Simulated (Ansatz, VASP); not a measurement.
## Bi2Te3 in VASP and in Ansatz

```xyz
5
Lattice="4.5237 0.0000 0.0000 -2.2619 3.9177 0.0000 0.0000 0.0000 41.0302" Properties=species:S:1:pos:R:3 pbc="T T T"
Te    0.0000    0.0000   16.8806
Te    2.2619    1.3059   20.5151
Te    0.0000    2.6118   24.1495
Bi    0.0000    2.6118   18.5433
Bi    0.0000    0.0000   22.4868
```

Change from the starting cell: biaxial strain +0.040, atoms relaxed.

Alike in both runs: functional PBE; dispersion D3(BJ); k mesh 6 × 6 × 1; occupations gaussian, width 0.02 eV; no spin polarisation.

Ansatz relaxed the structure, and its values are those at the end. VASP's run is a single point on that final structure, the one shown.

|  | VASP | Ansatz |
| --- | --- | --- |
| version | VASP 6.6.1 | Ansatz 0.2.0 |
| potentials or method | VASP PAW PBE potentials, release 64 (Te, Bi_d), cutoff 520 eV | scalar-relativistic, plane waves, PAW |
| valence electrons in the cell | 48 | 78 |

```csv
,VASP,Ansatz,Ansatz less VASP
gap on the k mesh at the Fermi level (eV),0.73,0.74,+0.009
least direct gap on the mesh (eV),1.13,1.13,+0.009
rms of the force components (eV/Å),0.004,0.004,-0.0006
```

VASP's potentials hold 48 valence electrons a cell and Ansatz's 78, so a difference there can come from the potentials and not from the codes. Ansatz's warnings: stress scf threshold loose.

Spin-orbit coupling is off throughout.
